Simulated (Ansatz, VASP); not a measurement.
Ni: VASP beside Ansatz

```
Ni
1.0
    -1.41085    1.41085    1.41085
     1.41085   -1.41085    1.41085
     1.41085    1.41085   -1.41085
Ni
1
Cartesian
  0.0000 0.0000 0.0000
```

Change from the starting cell: volume scaled by 1.06, no spin polarisation, PAW files.

Alike in both runs: task single point; functional LDA; k mesh 17 × 17 × 17; occupations fermi-dirac, width 0.05 eV; no spin polarisation.

```csv
,VASP,Ansatz
version,VASP 6.6.1,Ansatz 0.2.0
potentials or method,"VASP PAW LDA potentials, release 64 (Ni)","PAW with Ansatz's default frozen-core files, scalar-relativistic"
plane-wave cutoff (eV),520,420
valence electrons in the cell,10,18
```

VASP gave:

* pressure (GPa): -21.4

Task: Estimate Ansatz's values.

Result: Pressure (GPa): -21.7.

LDA's correlation is that of Perdew and Zunger in VASP and of Perdew and Wang (1992) in Ansatz. VASP's potentials hold 10 valence electrons a cell and Ansatz's 18, so a difference there can come from the potentials and not from the codes.
